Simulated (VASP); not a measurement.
Wanted: the native input for a VASP 6.6.1 run.

* Task: relaxation of shape and atoms at fixed volume
* Functional: PBE
* Dispersion: D3(BJ)
* Potentials or basis: VASP PAW PBE potentials, release 64 (Ba_sv, Ti_sv, O)
* Cutoff: 600 eV
* k mesh: 8 × 8 × 8
* Occupations: gaussian, width 0.02 eV
* Spin: no spin polarisation
* Dipole correction: no
* Further INCAR settings: ALGO = Normal; EDIFF = 1e-07; IBRION = 2; EDIFFG = -0.01; NSW = 50; ISIF = 4

The structure of BaTiO3 lies in POSCAR:

```
BaTiO3
1.0
    4.0204852735      0.0000000000      0.0000000000
    0.0000000000      4.0204852735      0.0000000000
    0.0000000000      0.0000000000      4.3576445342
Ba Ti O
1 1 3
Direct
    0.0000000000      0.0000000000     -0.0194082082
    0.5000000000      0.5000000000      0.4661240044
    0.5000000000      0.5000000000      0.0499486302
    0.5000000000      0.0000000000      0.5231677868
    0.0000000000      0.5000000000      0.5231677868
```

One way to write it, as run:

INCAR

```
SYSTEM = BaTiO3
PREC = Accurate ; ENCUT = 600
EDIFF = 1E-7 ; ISMEAR = 0
SIGMA = 0.02 ; LREAL = .False.
LASPH = .True. ; NELM = 120
ALGO = Normal ; ISIF = 4
LWAVE = .False. ; LCHARG = .False.
GGA = PE ; IVDW = 12
IBRION = 2 ; NSW = 50
EDIFFG = -0.01 ; GGA_COMPAT = .False.
NELMIN = 4
```

KPOINTS

```
Automatic mesh
0
Gamma
  8 8 8
  0 0 0
```

Potentials or basis: VASP PAW PBE potentials, release 64 (Ba_sv, Ti_sv, O).

The run is started by

```bash
$ cat potpaw_PBE.64/Ba_sv/POTCAR potpaw_PBE.64/Ti_sv/POTCAR potpaw_PBE.64/O/POTCAR > POTCAR
$ mpirun -np 1 vasp_std > vasp.out
```

It gave:

```json
{
  "Energy gained by relaxing": "1.5 meV/atom",
  "Ionic steps": "11",
  "Pressure after relaxing": "-5.4 GPa",
  "Band gap on the k mesh": "1.77 eV (least direct gap 2.45 eV)",
  "Dispersion energy per atom": "-0.241 eV"
}
```

Caveat: spin-orbit coupling is left out, which moves the levels of the heavy elements.

Run time: 17 min on 1 thread of Oxide Virtual Turin-like Processor (shared host), peak memory 0.29 GiB.
